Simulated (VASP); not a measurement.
C: single point with PBEsol+D3(BJ)

C:

```xyz
2
Lattice="1.2497 0.7215 3.3384 -1.2497 0.7215 3.3384 0.0000 -1.4430 3.3384" Properties=species:S:1:pos:R:3 pbc="T T T"
C     0.0000    0.0000    1.6684
C     0.0000    0.0000    8.3468
```

This cell differs from its parent crystal: the cell strained.

```
Program                : VASP 6.6.1
Task                   : single point
Functional             : PBEsol
Dispersion             : D3(BJ)
Potentials or basis    : VASP PAW PBE potentials, release 64 (C)
Cutoff                 : 520 eV
k mesh                 : 15 × 15 × 15
Occupations            : gaussian, width 0.05 eV
Spin                   : no spin polarisation
Dipole correction      : no
Further INCAR settings : ALGO = Normal; EDIFF = 1e-07; NBANDS = 11
```

The pressure is -13.0 GPa. The dispersion energy per atom is -0.110 eV.

Forces in eV/Å, atoms in the order of the input:
```
C    0.000  0.000  0.003
C    0.000  0.000 -0.003
```

Stress tensor (GPa, compression positive):
```
-19.28   0.00   0.00
  0.00 -19.28   0.00
  0.00   0.00  -0.54
```

Run time: 76 s on 1 thread of Intel(R) Xeon(R) Platinum 8488C (Sapphire Rapids), with other jobs on the host, peak memory 0.2 GiB.

Caveat: the cell differs from its parent crystal (the cell strained); the cell stands under tension; the PAW data sets were made with another functional, which shifts forces and pressure a little.
